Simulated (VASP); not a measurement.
Runs of VASP 6.6.1 on Be2C. The structure is that of space group Fm-3m (No. 225), or close to it. The cells are those of the table. 

```csv
task,level,cell,cutoff (eV),gap on the mesh (eV),pressure (GPa),relaxed volume (Å³/atom)
single point,r2SCAN+rVV10,"a = 3.054 Å, angles 60.0°, 3 atoms",660,1.50,0.9,-
single point,r2SCAN+D4,"a = 3.048 Å, angles 60.0°, 3 atoms",660,1.53,(a),-
single point,revPBE+D3(BJ),"a = 2.999 Å, angles 60.0°, 3 atoms",600,(b),0.1,-
relaxation of cell and atoms,r2SCAN+D4,"relaxed from a = 3.062 Å, angles 60.0°, 3 atoms",660,1.53,0.5,6.69
relaxation of cell and atoms,r2SCAN+rVV10,"relaxed from a = 3.062 Å, angles 60.0°, 3 atoms",660,1.50,0.2,6.73
```

Alike in all rows: potentials or basis VASP PAW PBE potentials, release 64 (Be, C); no spin polarisation; k mesh 8 × 8 × 8; smearing gaussian 0.01 eV.

Fill in the values left out.

(a) 0.8; (b) 1.16.

Caveats: the PAW data sets were made with another functional, which shifts forces and pressure a little.

A k mesh can miss the band edges.
